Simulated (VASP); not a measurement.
The system is BiTe3.

```xyz
8
Lattice="7.9723 0.0000 0.0000 -3.9862 6.9042 0.0000 0.0000 0.0000 6.2624" Properties=species:S:1:pos:R:3 pbc="T T T"
Bi    3.9862    2.3014    1.5656
Bi    0.0000    4.6028    4.6968
Te    2.0951    1.2096    4.6968
Te    5.8772    1.2096    4.6968
Te    3.9862    4.4850    4.6968
Te    1.8911    5.6946    1.5656
Te   -1.8911    5.6946    1.5656
Te    0.0000    2.4192    1.5656
```

The cell was built from a structure type or drawn by symmetry, and may not be a known phase.

- Program: VASP 6.6.1
- Task: relaxation of cell and atoms
- Functional: PBE
- Potentials or basis: VASP PAW PBE potentials, release 64 (Bi_d, Te)
- Cutoff: 600 eV
- k mesh: 3 × 3 × 4
- Occupations: gaussian, width 0.1 eV
- Spin: no spin polarisation

At the start: pressure -7.8 GPa; volume 43.09 Å³/atom.

Q: How do energy, volume and symmetry change on relaxing?

A: Over 19 steps the energy falls by 618.2 meV/atom and the volume is 33.74 Å³/atom (-21.7 %); space group P6_3/mmc (No. 194, to 0.1 Å) before and after.

Step by step:
```csv
step,energy change (eV),largest force (eV/Å),pressure (GPa),volume (Å³)
1,0.0000,0.4770,-7.79,344.70
2,-3.9195,0.0140,-2.00,250.21
3,-4.0258,0.1368,0.21,238.70
4,-4.0266,0.1666,0.63,236.83
5,-4.1967,0.2168,1.08,236.29
6,-4.2414,0.2409,1.65,235.72
7,-4.2818,0.3247,3.04,234.10
8,-4.4450,0.3371,1.66,241.56
9,-4.7263,0.1667,-1.39,263.94
10,-4.8112,0.0808,-1.24,267.95
11,-4.8519,0.0165,-1.13,270.26
12,-4.9119,0.1514,-0.98,274.38
13,-4.9108,0.1324,-1.01,273.80
14,-4.9343,0.0704,0.23,266.09
15,-4.9348,0.0787,0.07,267.05
16,-4.9376,0.0700,0.06,267.43
17,-4.9435,0.0438,0.05,268.57
18,-4.9445,0.0054,0.03,270.79
19,-4.9458,0.0140,0.04,269.88
```

Final structure:
```xyz
8
Lattice="8.5555 0.0000 0.0000 -4.2777 7.4093 0.0000 0.0000 0.0000 4.2575" Properties=species:S:1:pos:R:3 pbc="T T T"
Bi    4.2777    2.4698    1.0644
Bi    0.0000    4.9395    3.1931
Te    2.2000    1.2702    3.1931
Te    6.3555    1.2702    3.1931
Te    4.2777    4.8689    3.1931
Te    2.0777    6.1391    1.0644
Te   -2.0777    6.1391    1.0644
Te    0.0000    2.5404    1.0644
```

Caveat: the volume moved by over 15 % at a fixed basis, so the end points are rough.
